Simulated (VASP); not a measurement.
Runs of VASP 6.6.1 on Pd. The structure is that of space group Fm-3m (No. 225), or close to it. The cells are those of the table. 

| task | cell | cutoff (eV) | smearing | gap on the mesh (eV) | pressure (GPa) | relaxed volume (Å³/atom) |
| --- | --- | --- | --- | --- | --- | --- |
| single point | a = 2.789 Å, angles 60.0°, 1 atom | 520 | fermi-dirac 0.05 eV | none | (a) | - |
| single point | a = 2.790 Å, angles 60.0°, 1 atom | 520 | tetrahedron | none | -0.3 | - |
| single point | a = 2.790 Å, angles 60.0°, 1 atom | 520 | fermi-dirac 0.05 eV | none | -0.3 | - |
| relaxation of cell and atoms | relaxed from a = 2.753 Å, angles 60.0°, 1 atom | 600 | fermi-dirac 0.05 eV | none | 0.0 | 15.31 |
| relaxation of cell and atoms | relaxed from a = 2.753 Å, angles 60.0°, 1 atom | 600 | tetrahedron | none | 0.0 | 15.33 |

Alike in all rows: level PBE; potentials or basis VASP PAW PBE potentials, release 64 (Pd); no spin polarisation; k mesh 14 × 14 × 14.

Problem. Estimate the missing entries.

Solution. (a) -0.2.

A k mesh can miss the band edges, and the runs leave out spin-orbit coupling on Pd.

A gap of «none» marks levels without a gap at the run's occupations.
